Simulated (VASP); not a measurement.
## NiSb: single point with BLYP

NiSb:

```
Ni Sb
1.0
     3.94000    0.00000    0.00000
    -1.97000    3.41214    0.00000
     0.00000    0.00000    5.14000
Ni Sb
2 2
Direct
  0.00000 0.00000 0.00000
  0.00000 0.00000 0.50000
  0.33333 0.66667 0.25000
  0.66667 0.33333 0.75000
```

- Program: VASP 6.6.1
- Task: single point
- Functional: BLYP
- Potentials or basis: VASP PAW PBE potentials, release 64 (Ni, Sb)
- Cutoff: 600 eV
- k mesh: 3 × 3 × 1
- Occupations: gaussian, width 0.1 eV
- Spin: collinear spin, zero start
- Starting moments: [0.0, 0.0, 0.0, 0.0] μB
- Dipole correction: no
- Further INCAR settings: ALGO = Normal; EDIFF = 1e-06; NBANDS = 27

| Item | Value |
| --- | --- |
| Pressure | 8.8 GPa |
| Band gap on the k mesh | zero (filled and empty bands overlap) |
| Net moment | 0.00 μB per cell |
| Valence electrons inside the program's atomic spheres | Ni 9.40; Sb 2.48 |

Stress tensor (GPa, compression positive):
```
 0.97  0.00  0.00
 0.00  0.97  0.00
 0.00  0.00 24.51
```

Levels at points of the mesh, in eV from the Fermi level:
Spin up:
```csv
k point,band 12,band 13,band 14,band 15,band 16,band 17,band 18,band 19
"(0.00, 0.00, 0.00)",-1.48,-0.17,0.68,0.68,2.49,2.49,3.55,4.12
```
Spin down:
| k point | band 12 | band 13 | band 14 | band 15 | band 16 | band 17 | band 18 | band 19 |
| --- | --- | --- | --- | --- | --- | --- | --- | --- |
| (0.00, 0.00, 0.00) | -1.48 | -0.17 | 0.68 | 0.68 | 2.49 | 2.49 | 3.55 | 4.12 |

Run time: 100 s on 1 thread of AMD EPYC 7R43 64-Core Processor (Zen 3), with other jobs on the host, peak memory 0.19 GiB.

Caveat: the k points lie up to 1.22 Å⁻¹ apart, too coarse for converged energies and pressures of a metal; the PAW data sets were made with another functional, which shifts forces and pressure a little; spin-orbit coupling is left out, which moves the levels of the heavy elements.
